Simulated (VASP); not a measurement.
Here is a VASP 6.6.1 calculation.

Contents of INCAR:

```
SYSTEM = Mg3O
ALGO = Normal ; EDIFF = 1E-6
ENCUT = 520 ; GGA = PE
ISIF = 2 ; ISMEAR = 0
ISPIN = 2 ; LASPH = .TRUE.
LCHARG = .FALSE. ; LORBIT = 11
LREAL = .FALSE. ; LWAVE = .FALSE.
MAGMOM = 0 0 0 1 ; NBANDS = 18
NELM = 150 ; PREC = Accurate
SIGMA = 0.1
```

The input KPOINTS:

```
k-points
0
G
  6 6 6
  0 0 0
```

The input POSCAR:

```
Mg3O
1.0
    3.9438182316      0.0000000000      0.0000000000
    0.0000000000      3.9438182316      0.0000000000
    0.0000000000      0.0000000000      3.9032812846
Mg O
3 1
Direct
    0.0000000000      0.5000000000      0.5000000000
    0.5000000000      0.0000000000      0.5000000000
    0.5000000000      0.5000000000      0.0000000000
    0.0000000000      0.0000000000      0.0000000000
```

Potentials or basis: VASP PAW PBE potentials, release 64 (Mg, O).

Run with:

```bash
$ cat potpaw_PBE.64/Mg/POTCAR potpaw_PBE.64/O/POTCAR > POTCAR
$ mpirun -np 1 vasp_std > vasp.out
```

Question: Predict the band gap on the k mesh.

Answer: Zero (filled and empty bands overlap).

Question: Predict the pressure.

Answer: 9.5 GPa.

Question: What does it give for the net moment?

Answer: 0.00 μB per cell.

Stress tensor (GPa, compression positive):
```
9.51 0.00 0.00
0.00 9.51 0.00
0.00 0.00 9.42
```
